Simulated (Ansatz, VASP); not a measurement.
## Rb in VASP and in Ansatz

```
Rb
1.0
     4.80307    0.00000    0.00000
     0.00000    4.63989    0.00000
     0.00000    0.00000   15.66611
Rb
4
Cartesian
  1.2008 1.1600 13.7954
  1.2007 3.4799 5.9624
  3.6024 1.1600 9.7038
  3.6023 3.4799 1.8707
```

Alike in both runs: functional PBE; dispersion D3(BJ); k mesh 8 × 10 × 4; occupations gaussian, width 0.1 eV; no spin polarisation.

Ansatz relaxed the structure, and its values are those at the end. VASP's run is a single point on that final structure, the one shown.

```csv
,VASP,Ansatz
version,VASP 6.6.1,Ansatz 0.2.0
potentials or method,"VASP PAW PBE potentials, release 64 (Rb_sv), cutoff 520 eV","scalar-relativistic, plane waves, PAW"
valence electrons in the cell,36,36
```

|  | VASP | Ansatz | Ansatz less VASP |
| --- | --- | --- | --- |
| gap on the k mesh at the Fermi level (eV) | none | none | - |
| pressure (GPa) | 0.0 | 0.0 | 0.00 |

A gap of «none» marks a metal or a gap that the smearing closes.
